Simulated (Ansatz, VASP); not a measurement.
# One calculation of Y3Ge, two programs

```
Y Ge
1.0
     4.69470    0.00000    0.00000
     0.00000    4.69470    0.00000
     0.00000    0.00000    4.69470
Y Ge
3 1
Cartesian
  0.0000 2.3474 2.3474
  2.3474 0.0000 2.3474
  2.3474 2.3474 0.0000
  0.0000 0.0000 0.0000
```

Alike in both runs: functional PBE; k mesh 10 × 10 × 10; occupations gaussian, width 0.1 eV; no spin polarisation.

Ansatz relaxed the structure, and its values are those at the end. VASP's run is a single point on that final structure, the one shown.

```csv
,VASP,Ansatz
version,VASP 6.6.1,Ansatz 0.2.0
potentials or method,"VASP PAW PBE potentials, release 64 (Y_sv, Ge_d), cutoff 520 eV","scalar-relativistic, plane waves, PAW"
valence electrons in the cell,47,47
```

```tsv
	VASP	Ansatz	Ansatz less VASP
gap on the k mesh at the Fermi level (eV)	none	none	-
pressure (GPa)	-0.1	0.0	+0.09
```

A gap of «none» marks a metal or a gap that the smearing closes.
